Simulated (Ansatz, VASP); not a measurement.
# Nb in VASP and in Ansatz

Contents of INCAR:

```
PREC     = Accurate       # precision mode
ENCUT    = 520            # plane-wave cutoff, eV
EDIFF    = 1E-6           # SCF threshold, eV
ISMEAR   = 0              # smearing method
SIGMA    = 0.1            # smearing width, eV
LREAL    = False          # projectors in reciprocal space
LASPH    = True           # aspherical terms in the spheres
NELM     = 100            # most SCF steps
ALGO     = Fast           # electronic algorithm
ISIF     = 2              # what is computed and relaxed
LWAVE    = False          # write WAVECAR
LCHARG   = False          # write CHGCAR
GGA      = CA             # functional
NBANDS   = 12             # bands
```

Contents of KPOINTS:

```
Automatic mesh
0
Gamma
  8 8 8
```

File POSCAR:

```
Nb
1.0
   -1.6588161900      1.6588161900      1.6588161900
    1.6588161900     -1.6588161900      1.6588161900
    1.6588161900      1.6588161900     -1.6588161900
Nb
1
Direct
    0.0000000000      0.0000000000      0.0000000000
```

Input for Ansatz:

```yaml
crystal:
  lattice:
    - [-1.65881619, 1.65881619, 1.65881619]
    - [1.65881619, -1.65881619, 1.65881619]
    - [1.65881619, 1.65881619, -1.65881619]
  atoms:
    - { symbol: Nb, position: [0.0, 0.0, 0.0] }
basis:
  ecutwfc: 420
kpoints:
  mp_grid: { grid: [8, 8, 8] }
hamiltonian:
  xc: lda
  pseudopotentials: { kind: paw, azcp: { folder: soft_1 } }
scf:
  occupations: { method: gaussian, width: 0.1 }
output:
  forces: true
  stress: true
  eigenvalues: true
```

Alike in both runs: task single point; functional LDA; k mesh 8 × 8 × 8; occupations gaussian, width 0.1 eV; no spin polarisation.

|  | VASP | Ansatz |
| --- | --- | --- |
| version | VASP 6.6.1 | Ansatz 0.2.0 |
| potentials or method | VASP PAW LDA potentials, release 64 (Nb_sv), cutoff 520 eV | scalar-relativistic, plane waves, PAW |
| valence electrons in the cell | 13 | 13 |

Ansatz gave:

```
gap on the k mesh at the Fermi level (eV) : none
pressure (GPa)                            : -10.4
```

Question: Estimate VASP's values.

Answer: gap on the k mesh at the Fermi level (eV): none; pressure (GPa): -10.6.

Ansatz warns that its potentials were made for another functional, while VASP's fit it. LDA's correlation is that of Perdew and Zunger in VASP and of Perdew and Wang (1992) in Ansatz. A gap of «none» marks a metal or a gap that the smearing closes.
